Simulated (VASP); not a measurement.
Runs of VASP 6.6.1 on Sn. The structure is that of space group I4_1/amd (No. 141), or close to it. The cells are those of the table. 

```tsv
cell	further INCAR settings	gap on the mesh (eV)	pressure (GPa)
a = 4.349, b = 4.349, c = 4.441 Å, angles 59.3, 59.3, 61.4°, 2 atoms	ALGO = Fast; EDIFF = 1e-06; NBANDS = 21	none	10.0
a = 4.542, b = 4.542, c = 4.256 Å, angles 62.1, 62.1, 55.9°, 2 atoms	ALGO = Fast; EDIFF = 1e-06; NBANDS = 21	none	6.8
a = 4.444, b = 4.444, c = 4.626 Å, angles 58.6, 58.6, 62.7°, 2 atoms	ALGO = Fast; EDIFF = 1e-07; NBANDS = 21	none	4.0
a = 4.640, b = 4.640, c = 4.256 Å, angles 62.7, 62.7, 54.6°, 2 atoms	ALGO = Fast; EDIFF = 1e-06; NBANDS = 21	none	(a)
```

Alike in all rows: task single point; level PBEsol; potentials or basis VASP PAW PBE potentials, release 64 (Sn_d); no spin polarisation; k mesh 16 × 16 × 16; cutoff (eV) 520; smearing gaussian 0.15 eV.

Estimate the missing entries.

(a) 4.2.

Caveats: the PAW data sets were made with another functional, which shifts forces and pressure a little; spin-orbit coupling is left out, which moves the levels of the heavy elements; the cell stands under pressure (at least some runs); the stress differs along the axes, from 0 to 6 GPa (at least some runs).

A k mesh can miss the band edges, and the runs leave out spin-orbit coupling on Sn.

A gap of «none» marks levels without a gap at the run's occupations.
